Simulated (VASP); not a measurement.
# W (P6/mmm) in VASP: further runs

Runs on W. Level: LDA. Tasks: single point, relaxation of cell and atoms.

All numbers are computed with VASP 6.6.1; they aren't measurements. Logs are shortened: lines on timing, memory, paths and dates and some standing lists are left out, and cuts for length are marked.

### 1 The cell of the first run

It takes space group P6/mmm (No. 191, hexagonal). The conventional cell has a = 4.613 Å, b = 4.613 Å, c = 2.566 Å, α = 90.00°, β = 90.00°, γ = 120.00°. W (site symmetry 6/mmm) has 14 W at 2.57 to 2.96 Å within 3.4 Å. W (site symmetry -6m2) has 11 W at 2.57 to 2.96 Å within 3.4 Å.

### 2 Single point, LDA

File INCAR:

```
ALGO = Normal
EDIFF = 1E-7
ENCUT = 520
GGA = CA
ISIF = 2
ISMEAR = -1
LASPH = True
LCHARG = True
LELF = True
LREAL = False
LVHAR = True
LWAVE = False
NBANDS = 28
NELM = 60
PREC = Accurate
SIGMA = 0.1
```

File KPOINTS:

```
k-points
0
Gamma
  8 8 11
```

File POSCAR:

```
W
1.0
    4.6134945561      0.0000000000      0.0000000000
   -2.3067472780      3.9954034858      0.0000000000
    0.0000000000      0.0000000000      2.5655728194
W
3
Direct
    0.0000000000      0.0000000000      0.0000000000
    0.3333333333      0.6666666667      0.5000000000
    0.6666666667      0.3333333333      0.5000000000
```

Potentials or basis: VASP PAW LDA potentials, release 64 (W_sv).

Run with:

```
> cat potpaw_LDA.64/W_sv/POTCAR > POTCAR
> mpirun -np 1 vasp_std > vasp.out
```

OUTCAR:

```text
EDIFF = 1E-7
   ENCUT = 520
   GGA = CA
   ISIF = 2
   ISMEAR = -1
   LASPH = True
   LREAL = False
   NELM = 60
   PREC = Accurate

 ion  position               nearest neighbor table
   1  0.000  0.000  0.000-   2 2.96   3 2.96   2 2.96   3 2.96   2 2.96   2 2.96   3 2.96   3 2.96
                             3 2.96   3 2.96   2 2.96   2 2.96
   2  0.333  0.667  0.500-   3 2.66   3 2.66   3 2.66   1 2.96   1 2.96   1 2.96   1 2.96   1 2.96
                             1 2.96
   3  0.667  0.333  0.500-   2 2.66   2 2.66   2 2.66   1 2.96   1 2.96   1 2.96   1 2.96   1 2.96
                             1 2.96

  LATTYP: Found a hexagonal cell.
 ALAT       =     4.6134945561
 C/A-ratio  =     0.5561018417

  Lattice vectors:

 A1 = (   4.6134945561,   0.0000000000,   0.0000000000)
 A2 = (  -2.3067472780,   3.9954034858,   0.0000000000)
 A3 = (   0.0000000000,   0.0000000000,   2.5655728194)

Analysis of symmetry for initial positions (statically):
=====================================================================
 Subroutine PRICEL returns:
 Original cell was already a primitive cell.

 Routine SETGRP: Setting up the symmetry group for a
 hexagonal supercell.

 Subroutine GETGRP returns: Found 24 space group operations
 (whereof 24 operations were pure point group operations)
 out of a pool of 24 trial point group operations.

The static configuration has the point symmetry D_6h.

Analysis of symmetry for dynamics (positions and initial velocities):
=====================================================================
 Subroutine PRICEL returns:
 Original cell was already a primitive cell.

 Routine SETGRP: Setting up the symmetry group for a
 hexagonal supercell.

 Subroutine GETGRP returns: Found 24 space group operations
 (whereof 24 operations were pure point group operations)
 out of a pool of 24 trial point group operations.

The dynamic configuration has the point symmetry D_6h.

 Subroutine INISYM returns: Found 24 space group operations
 (whereof 24 operations are pure point group operations),
 and found     1 'primitive' translations

----------------------------------------------------------------------------------------

                                     Primitive cell

  volume of cell :      47.2906

  direct lattice vectors                    reciprocal lattice vectors
     4.613494556  0.000000000  0.000000000     0.216755431  0.125143806  0.000000000
    -2.306747278  3.995403486  0.000000000     0.000000000  0.250287613  0.000000000
     0.000000000  0.000000000  2.565572819     0.000000000  0.000000000  0.389776502

  length of vectors
     4.613494556  4.613494556  2.565572819     0.250287613  0.250287613  0.389776502

  position of ions in fractional coordinates (direct lattice)
     0.000000000  0.000000000  0.000000000
     0.333333333  0.666666667  0.500000000
     0.666666667  0.333333333  0.500000000

  ion indices of the primitive-cell ions
   primitive index   ion index
                 1           1
                 2           2
                 3           3

----------------------------------------------------------------------------------------

 KPOINTS: k-points

Automatic generation of k-mesh.
 Grid dimensions read from file:
 generate k-points for:    8    8   11

 Generating k-lattice:

  Cartesian coordinates                     Fractional coordinates (reciprocal lattice)
     0.027094429  0.015642976  0.000000000     0.125000000 -0.000000000  0.000000000
     0.000000000  0.031285952  0.000000000     0.000000000  0.125000000  0.000000000
     0.000000000  0.000000000  0.035434227     0.000000000  0.000000000  0.090909091

  Length of vectors
     0.031285952  0.031285952  0.035434227

  Shift w.r.t. Gamma in fractional coordinates (k-lattice)
     0.000000000  0.000000000  0.000000000

 Subroutine IBZKPT returns following result:
 ===========================================

 Found     60 irreducible k-points:

 Following reciprocal coordinates:
            Coordinates               Weight
  0.000000  0.000000  0.000000      1.000000
  0.125000  0.000000  0.000000      6.000000
  0.250000  0.000000  0.000000      6.000000
  0.375000  0.000000  0.000000      6.000000
  0.500000  0.000000  0.000000      3.000000
  0.125000  0.125000  0.000000      6.000000
[... 16 lines left out ...]
  0.250000  0.000000  0.181818     12.000000
  0.375000  0.000000  0.181818     12.000000
 [... further k-points ...]
   k-points           NKPTS =     60   k-points in BZ     NKDIM =     60   number of bands    NBANDS=     28
   number of dos      NEDOS =    301   number of ions     NIONS =      3
   total plane-waves  NPLWV =  25920
   dimension x,y,z NGX =    36 NGY =   36 NGZ =   20
   dimension x,y,z NGXF=    72 NGYF=   72 NGZF=   40
   ions per type =               3
   NGX,Y,Z   is equivalent  to a cutoff of  12.97, 12.97, 12.96 a.u.
   NGXF,Y,Z  is equivalent  to a cutoff of  25.94, 25.94, 25.92 a.u.
 SYSTEM =  unknown system
   PREC   = accura    normal or accurate (medium, high low for compatibility)
   ISTART =      0    job   : 0-new  1-cont  2-samecut
   ICHARG =      2    charge: 1-file 2-atom 10-const
   ISPIN  =      1    spin polarized calculation?
   LNONCOLLINEAR =      F non collinear calculations
   LSORBIT =      F    spin-orbit coupling
   LASPH  =      T    aspherical Exc in radial PAW
   ENCUT  =  520.0 eV  38.22 Ry    6.18 a.u.   8.58  8.58  4.77*2*pi/ulx,y,z
   NELM   =     60;   NELMIN=  2; NELMDL= -5     # of ELM steps
   EDIFF  = 0.1E-06   stopping-criterion for ELM
   LREAL  =      F    real-space projection
   EDIFFG = 0.1E-05   stopping-criterion for IOM
   NSW    =      0    number of steps for IOM
   IBRION =     -1    ionic relax: 0-MD 1-quasi-New 2-CG
   NFREE  =      0    steps in history (QN), initial steepest desc. (CG)
   ISIF   =      2    stress and relaxation
   ISYM   =      2    0-nonsym 1-usesym 2-fastsym
   POTIM  = 0.5000    time-step for ionic-motion
   TEBEG  =    0.0;   TEEND  =   0.0 temperature during run
   PSTRESS=    0.0 pullay stress
   NELECT =      42.0000    total number of electrons
   NUPDOWN=      -1.0000    fix difference up-down
   EMIN   =  10.00;   EMAX   =-10.00  energy-range for DOS
   EFERMI =   0.00;   METHOD = LEGACY
   ISMEAR =    -1;   SIGMA  =   0.10  broadening in eV -4-tet -1-fermi 0-gaus
   EFERMI_NEDOS =   21; number of points for ismear=-14 and -15
   IALGO  =     38    algorithm
   IMIX   =      4    mixing-type and parameters
     AMIX     =   0.40;   BMIX     =  1.00
     AMIX_MAG =   1.60;   BMIX_MAG =  1.00
  volume/ion in A,a.u.               =      15.76       106.38
  Fermi-wavevector in a.u.,A,eV,Ry     =   1.573619  2.973709 33.691791  2.476277
  Thomas-Fermi vector in A             =   2.674876
   LORBIT       =      0    0 simple, 1 ext, 2 COOP (PROOUT), +10 PAW based schemes
   GGA     = CA    functional components
   LHFCALC =     F    Hartree Fock is set to
   AEXX    =    0.0000 exact exchange contribution
   IVDW    =     0    specifies the selected vdW correction
   LEPSILON=     F    determine dielectric tensor
   LRPA    =     F    only Hartree local field effects (RPA)
 non-spin polarized calculation
  energy-cutoff  :      520.00
  volume of cell :       47.29
 maximum number of plane-waves:      1300
 NGX is ok and might be reduce to    36
   NGX = 17   NGY = 17   NGZ =  9

 number of electron      42.0000013 magnetization

 Free energy of the ion-electron system (eV)
  ---------------------------------------------------
  ext. energy  EPLUGINS =         0.00000000
  ---------------------------------------------------
  free energy    TOTEN  =       -40.73410983 eV

  energy without entropy =      -40.61227594  energy(sigma->0) =      -40.67319289

 E-fermi :  11.1772     XC(G=0): -13.8339

 val. band max:       11.1693040734   @ k =   0.2500   0.0000   0.4545
 cond. band min:      11.1825129608   @ k =   0.3750   0.0000   0.2727
 fundamental gap:      0.0132088874
 Fermi energy:        11.1771961611

 k-point     1 :       0.0000    0.0000    0.0000
  band No.  band energies     occupation
      1     -62.3258      2.00000
      2     -62.1643      2.00000
      3     -62.0497      2.00000
      4     -27.0528      2.00000
      5     -27.0528      2.00000
      6     -26.9599      2.00000
[... 20 lines left out ...]
     27      16.7955      0.00000
     28      16.7955      0.00000

 k-point     2 :       0.1250    0.0000    0.0000
  band No.  band energies     occupation
      1     -62.3235      2.00000
      2     -62.1622      2.00000
      3     -62.0541      2.00000
      4     -27.1555      2.00000
      5     -27.1246      2.00000
      6     -26.8460      2.00000
[... 20 lines left out ...]
     27      16.4106      0.00000
     28      16.7376      0.00000

 k-point     3 :       0.2500    0.0000    0.0000
  band No.  band energies     occupation
      1     -62.3180      2.00000
      2     -62.1556      2.00000
      3     -62.0664      2.00000
      4     -27.2667      2.00000
      5     -27.1384      2.00000
      6     -26.7040      2.00000
[... 20 lines left out ...]
     27      15.5178      0.00000
     28      16.5598      0.00000

 k-point     4 :       0.3750    0.0000    0.0000
  band No.  band energies     occupation
      1     -62.3128      2.00000
      2     -62.1448      2.00000
      3     -62.0828      2.00000
      4     -27.3400      2.00000
      5     -27.0500      2.00000
      6     -26.6773      2.00000
[... 578 lines left out ...]
     27      15.2406      0.00000
     28      15.6342      0.00000

 k-point    23 :       0.2500    0.0000    0.1818
  band No.  band energies     occupation
      1     -62.2767      2.00000
      2     -62.1185      2.00000
      3     -62.0277      2.00000
      4     -27.1665      2.00000
      5     -27.0583      2.00000
      6     -26.6659      2.00000
[... 20 lines left out ...]
     27      14.3870      0.00000
     28      15.6544      0.00000

 k-point    24 :       0.3750    0.0000    0.1818
  band No.  band energies     occupation
      1     -62.2729      2.00000
      2     -62.1063      2.00000
      3     -62.0440      2.00000
      4     -27.2317      2.00000
      5     -26.9935      2.00000
      6     -26.7094      2.00000
[... 20 lines left out ...]
     27      14.4970      0.00000
     28      16.0251      0.00000

 [... further k-points ...]
[... 5 lines left out ...]
  --------------------------------------------------------------------------------------
  -------------------------------------------------------------------------------------
  Total        0.4752237      0.4752237      0.7150261      0.0000000     -0.0000000      0.0000000
  in kB       16.1002892     16.1002892     24.2246464      0.0000000     -0.0000000      0.0000000
  external PRESSURE =      18.8084083 kB  Pullay stress =       0.0000000 kB

 VOLUME and BASIS-vectors are now :
 -----------------------------------------------------------------------------
  energy-cutoff  :      520.00
  volume of cell :       47.29
      direct lattice vectors                 reciprocal lattice vectors
     4.613494556  0.000000000  0.000000000     0.216755431  0.125143806  0.000000000
    -2.306747278  3.995403486  0.000000000     0.000000000  0.250287613  0.000000000
     0.000000000  0.000000000  2.565572819     0.000000000  0.000000000  0.389776502

 POSITION                                       TOTAL-FORCE (eV/Angst)
 -----------------------------------------------------------------------------------
      0.00000      0.00000      0.00000        -0.000000      0.000000      0.000000
     -0.00000      2.66360      1.28279        -0.000000      0.000000      0.000000
      2.30675      1.33180      1.28279         0.000000      0.000000      0.000000
 -----------------------------------------------------------------------------------
    total drift:                                0.000000      0.000000     -0.000000

  FREE ENERGIE OF THE ION-ELECTRON SYSTEM (eV)
  ---------------------------------------------------
  free  energy   TOTEN  =       -40.7341098348 eV

  energy  without entropy=      -40.6122759440  energy(sigma->0) =      -40.67319289
```

Wall time 23 s (1 thread of Intel Xeon 6975P-C (Granite Rapids), shared host); peak memory 0.18 GiB.

What came out:

| Item | Value |
| --- | --- |
| Free energy | -40.7341 eV |
| Pressure | 1.9 GPa |
| Band gap on the k mesh | zero (band 21 reaches 11.77 eV, above the bottom of band 22 at 10.80 eV) |

Caveat: spin-orbit coupling is left out, which moves the levels of the heavy elements.

(Part 1 of 3 ends here.)
